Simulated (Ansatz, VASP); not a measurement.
One calculation of Ta2N, two programs

Contents of INCAR:

```
ALGO = Normal
EDIFF = 1E-6
ENCUT = 520
GGA = PE
ISIF = 2
ISMEAR = 0
LASPH = True
LCHARG = True
LELF = True
LREAL = False
LVHAR = True
LWAVE = False
NBANDS = 20
NELM = 60
PREC = Accurate
SIGMA = 0.1
```

The input KPOINTS:

```
k-points
0
Gamma
  15 15 8
```

File POSCAR:

```
Ta2N
1.0
    3.1128615060      0.0000000000      0.0000000000
   -1.5564307530      2.6958171426      0.0000000000
    0.0000000000      0.0000000000      4.8698410000
Ta N
2 1
Direct
    0.6666666667      0.3333333333      0.7452890000
    0.3815205076      0.6666666667      0.2547110000
    0.0000000000      0.0000000000      0.0000000000
```

Input for Ansatz:

```yaml
crystal:
  lattice:
    - [3.112861506, 0.0, 0.0]
    - [-1.556430753, 2.6958171426, 0.0]
    - [0.0, 0.0, 4.869841]
  atoms:
    - { symbol: Ta, position: [0.6666666667, 0.3333333333, 0.745289] }
    - { symbol: Ta, position: [0.3815205076, 0.6666666667, 0.254711] }
    - { symbol: "N", position: [0.0, 0.0, 0.0] }
basis:
  ecutwfc: 420
kpoints:
  mp_grid: { grid: [15, 15, 8] }
hamiltonian:
  xc: pbe
scf:
  occupations: { method: gaussian, width: 0.1 }
output:
  forces: true
  stress: true
  eigenvalues: true
```

Change from the starting cell: one atom moved.

Alike in both runs: task single point; functional PBE; k mesh 15 × 15 × 8; occupations gaussian, width 0.1 eV; no spin polarisation.

|  | VASP | Ansatz |
| --- | --- | --- |
| version | VASP 6.6.1 | Ansatz 0.2.0 |
| potentials or method | VASP PAW PBE potentials, release 64 (Ta_pv, N), cutoff 520 eV | scalar-relativistic, plane waves, PAW |
| valence electrons in the cell | 27 | 31 |

|  | VASP | Ansatz | Ansatz less VASP |
| --- | --- | --- | --- |
| gap on the k mesh at the Fermi level (eV) | none | none | - |
| pressure (GPa) | 0.4 | 0.0 | -0.43 |
| traceless stress, the component that is largest in VASP (GPa) | -2.67 | -2.62 | +0.043 |
| rms of the force components (eV/Å) | 0.485 | 0.479 | -0.0068 |

Atom by atom the forces differ by 0.023 eV/Å (rms over components). A gap of «none» marks a metal or a gap that the smearing closes. VASP's potentials hold 27 valence electrons a cell and Ansatz's 31, so a difference there can come from the potentials and not from the codes.

Spin-orbit coupling is off throughout.
